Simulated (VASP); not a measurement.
Set up this calculation in VASP 6.6.1, as the native input.

```
Task                   : single point
Functional             : LDA
Potentials or basis    : VASP PAW LDA potentials, release 64 (Zn, Rh_pv)
Cutoff                 : 520 eV
k mesh                 : 7 × 7 × 7
Occupations            : fermi-dirac, width 0.1 eV
Spin                   : no spin polarisation
Dipole correction      : no
Further INCAR settings : ALGO = Normal; EDIFF = 1e-06; NBANDS = 36
```

The structure of ZnRh3 lies in POSCAR:

```
ZnRh3
1.0
   -1.8981420000      1.8981420000      3.7881810000
    1.8981420000     -1.8981420000      3.7881810000
    1.8981420000      1.8981420000     -3.7881810000
Zn Rh
1 3
Direct
    0.0000000000      0.0000000000      0.0000000000
    0.7500000000      0.2500000000      0.5000000000
    0.2500000000      0.7500000000      0.5000000000
    0.5000000000      0.5000000000      0.0000000000
```

The input as run:

INCAR

```
PREC     = Accurate       # precision mode
ENCUT    = 520            # plane-wave cutoff, eV
EDIFF    = 1E-6           # SCF threshold, eV
ISMEAR   = -1             # smearing method
SIGMA    = 0.1            # smearing width, eV
LREAL    = F              # projectors in reciprocal space
LASPH    = T              # aspherical terms in the spheres
NELM     = 60             # most SCF steps
ALGO     = Normal         # electronic algorithm
ISIF     = 2              # what is computed and relaxed
LWAVE    = F              # write WAVECAR
LCHARG   = F              # write CHGCAR
GGA      = CA             # functional
NBANDS   = 36             # bands
```

KPOINTS

```
Automatic mesh
0
Gamma
  7 7 7
```

Potentials or basis: VASP PAW LDA potentials, release 64 (Zn, Rh_pv).

Run with:

```sh
$ cat potpaw_LDA.64/Zn/POTCAR potpaw_LDA.64/Rh_pv/POTCAR > POTCAR
$ mpirun -np 1 vasp_std > vasp.out
```

Results of the run:

```yaml
Pressure: -9.2 GPa
Band_gap_on_the_k_mesh: zero (an odd number of electrons rules out a gap without spin polarisation)
```

Caveat: the cell stands under tension.

Run time: 66 s on 1 thread of Intel(R) Xeon(R) Platinum 8488C (Sapphire Rapids), with other jobs on the host, peak memory 0.21 GiB.
